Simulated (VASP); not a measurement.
# AlN (F-43m) in VASP: settings compared, part 2 of 2

VASP 6.6.1.

### Step 3. Single point, PBEsol-based screened hybrid with 25 % exact exchange

This run uses another cell than the first one, of 10.28 Å³/atom.

The input, POSCAR:

```
AlN
1.0
    0.0000000000      2.1743498328      2.1743498328
    2.1743498328      0.0000000000      2.1743498328
    2.1743498328      2.1743498328      0.0000000000
Al N
1 1
Direct
    0.0000000000      0.0000000000      0.0000000000
    0.2500000000      0.2500000000      0.2500000000
```

The input, INCAR.step1:

```
SYSTEM = AlN
PREC = Accurate ; ENCUT = 520
EDIFF = 1E-5 ; ISMEAR = -1
SIGMA = 0.05 ; LREAL = .FALSE.
LASPH = .TRUE. ; NELM = 80
ALGO = Normal ; ISIF = 2
LWAVE = .TRUE. ; LCHARG = .FALSE.
NBANDS = 11 ; GGA = PE
```

The input, INCAR.step2:

```
SYSTEM = AlN
PREC = Accurate ; ENCUT = 520
EDIFF = 1E-7 ; ISMEAR = -1
SIGMA = 0.05 ; LREAL = .FALSE.
LASPH = .TRUE. ; NELM = 80
ALGO = Normal ; ISIF = 2
LWAVE = .FALSE. ; LCHARG = .FALSE.
GGA = PS ; LHFCALC = .TRUE.
AEXX = 0.25 ; HFSCREEN = 0.207
PRECFOCK = Normal ; NBANDS = 11
ISTART = 1
```

The input, KPOINTS:

```
regular mesh
0
G
  5 5 5
  0 0 0
```

Potentials or basis: VASP PAW PBE potentials, release 64 (Al, N).

Started as:

```bash
$ cat potpaw_PBE.64/Al/POTCAR potpaw_PBE.64/N/POTCAR > POTCAR
$ cp INCAR.step1 INCAR
$ mpirun -np 1 vasp_std > vasp.out
$ cp INCAR.step2 INCAR
$ mpirun -np 1 vasp_std > vasp.out
```

It took 91 s on 1 thread of Intel Xeon Platinum 8488C (Sapphire Rapids), shared host; peak memory 0.23 GiB.

The run converged. Its results:

* Free energy: -17.9424 eV
* Pressure: 0.1 GPa
* Band gap on the k mesh: 5.11 eV (least direct gap 5.65 eV)

Levels at points of the mesh, in eV from the valence-band top:
```csv
k point,band 1,band 2,band 3,band 4,band 5,band 6,band 7,band 8,band 9
"(0.00, 0.00, 0.00)",-16.53,0.00,0.00,0.00,5.65,14.32,14.32,14.32,19.64
```

Caveat: the k points lie up to 0.50 Å⁻¹ apart; the PAW data sets were made with another functional, which shifts forces and pressure a little; an odd mesh through Γ misses points on the zone boundary, where band edges can lie.

### Step 4. Single point, r2SCAN0

The input, POSCAR:

```
AlN
1.0
    0.0000000000      2.1839935596      2.1839935596
    2.1839935596      0.0000000000      2.1839935596
    2.1839935596      2.1839935596      0.0000000000
Al N
1 1
Direct
    0.0000000000      0.0000000000      0.0000000000
    0.2500000000      0.2500000000      0.2500000000
```

The input, INCAR.step1:

```
ALGO = Normal
EDIFF = 1E-5
ENCUT = 520
GGA = PE
ISIF = 2
ISMEAR = -1
LASPH = T
LCHARG = F
LREAL = F
LWAVE = T
NBANDS = 11
NELM = 80
PREC = Accurate
SIGMA = 0.05
```

The input, INCAR.step2:

```
AEXX = 0.25
ALGO = Normal
EDIFF = 1E-6
ENCUT = 520
ISIF = 2
ISMEAR = -1
ISTART = 1
LASPH = T
LCHARG = F
LHFCALC = T
LMIXTAU = T
LREAL = F
LWAVE = F
METAGGA = R2SCAN
NBANDS = 11
NELM = 80
PREC = Accurate
PRECFOCK = Normal
SIGMA = 0.05
```

The input, KPOINTS:

```
k-points
0
Gamma
  5 5 5
```

Potentials or basis: VASP PAW PBE potentials, release 64 (Al, N).

Started as:

```bash
$ cat potpaw_PBE.64/Al/POTCAR potpaw_PBE.64/N/POTCAR > POTCAR
$ cp INCAR.step1 INCAR
$ mpirun -np 1 vasp_std > vasp.out
$ cp INCAR.step2 INCAR
$ mpirun -np 1 vasp_std > vasp.out
```

OUTCAR:

```text
AEXX = 0.25
   EDIFF = 1E-6
   ENCUT = 520
   ISIF = 2
   ISMEAR = -1
   ISTART = 1
   LASPH = T
   LHFCALC = T
   LREAL = F
   METAGGA = R2SCAN
   NELM = 80
   PREC = Accurate
   PRECFOCK = Normal

 ion  position               nearest neighbor table
   1  0.000  0.000  0.000-   2 1.89   2 1.89   2 1.89   2 1.89
   2  0.250  0.250  0.250-   1 1.89   1 1.89   1 1.89   1 1.89

  LATTYP: Found a face centered cubic cell.
 ALAT       =     4.3679871192

  Lattice vectors:

[... 316 lines left out ...]

------------------------ aborting loop because EDIFF is reached ----------------------------------------

  FORCE on cell =-STRESS in cart. coord.  units (eV):
  Direction    XX          YY          ZZ          XY          YZ          ZX
  --------------------------------------------------------------------------------------
  -------------------------------------------------------------------------------------
  Total       -0.4108307     -0.4108307     -0.4108307      0.0000000      0.0000000     -0.0000000
  in kB      -31.5928981    -31.5928981    -31.5928981      0.0000000      0.0000000     -0.0000000
  external PRESSURE =     -31.5928981 kB  Pullay stress =       0.0000000 kB

 VOLUME and BASIS-vectors are now :
 -----------------------------------------------------------------------------
  energy-cutoff  :      520.00
  volume of cell :       20.83
      direct lattice vectors                 reciprocal lattice vectors
     0.000000000  2.183993560  2.183993560    -0.228938404  0.228938404  0.228938404
     2.183993560  0.000000000  2.183993560     0.228938404 -0.228938404  0.228938404
     2.183993560  2.183993560  0.000000000     0.228938404  0.228938404 -0.228938404

 POSITION                                       TOTAL-FORCE (eV/Angst)
 -----------------------------------------------------------------------------------
      0.00000      0.00000      0.00000         0.000000      0.000000      0.000000
      1.09200      1.09200      1.09200        -0.000000     -0.000000     -0.000000
 -----------------------------------------------------------------------------------
    total drift:                                0.000001      0.000000      0.000001

  FREE ENERGIE OF THE ION-ELECTRON SYSTEM (eV)
  ---------------------------------------------------
  free  energy   TOTEN  =       -21.5592096908 eV

  energy  without entropy=      -21.5592096908  energy(sigma->0) =      -21.55920969
```

It took 2.1 min on 1 thread of Intel Xeon Platinum 8488C (Sapphire Rapids), shared host; peak memory 0.15 GiB.

What came out:

- Free energy: -21.5592 eV
- Pressure: -3.2 GPa
- Band gap on the k mesh: 6.35 eV (least direct gap 6.77 eV)

Levels at points of the mesh, in eV from the valence-band top:
```csv
k point,band 1,band 2,band 3,band 4,band 5,band 6,band 7,band 8,band 9
"(0.00, 0.00, 0.00)",-16.97,0.00,0.00,0.00,6.77,15.65,15.65,15.65,20.94
```

Caveat: the k points lie up to 0.50 Å⁻¹ apart; the PAW data sets were made with another functional, which shifts forces and pressure a little; an odd mesh through Γ misses points on the zone boundary, where band edges can lie.

### Step 5. Overview

```csv
level,cell,k mesh,grid for exact exchange (PRECFOCK),share of exact exchange,screening parameter,gap on the mesh (eV),pressure (GPa)
PBEsol,"a = 3.089 Å, angles 60.0°, 2 atoms",8 × 8 × 8,-,-,-,3.19,1.3
PBEsol-based screened hybrid with 25 % exact exchange,"a = 3.075 Å, angles 60.0°, 2 atoms",5 × 5 × 5,Normal,0.25,0.207 1/Å,5.11,0.1
r2SCAN0,"a = 3.089 Å, angles 60.0°, 2 atoms",5 × 5 × 5,Normal,0.25,-,6.35,-3.2
```

Alike in all rows: task single point; potentials or basis VASP PAW PBE potentials, release 64 (Al, N); no spin polarisation; cutoff (eV) 520; smearing fermi-dirac 0.05 eV.

Caveats: some runs use coarse meshes; the PAW data sets were made with another functional, which shifts forces and pressure a little; an odd mesh through Γ misses points on the zone boundary, where band edges can lie (at least some runs).

Absolute energies hang on the potentials; compare differences alone.
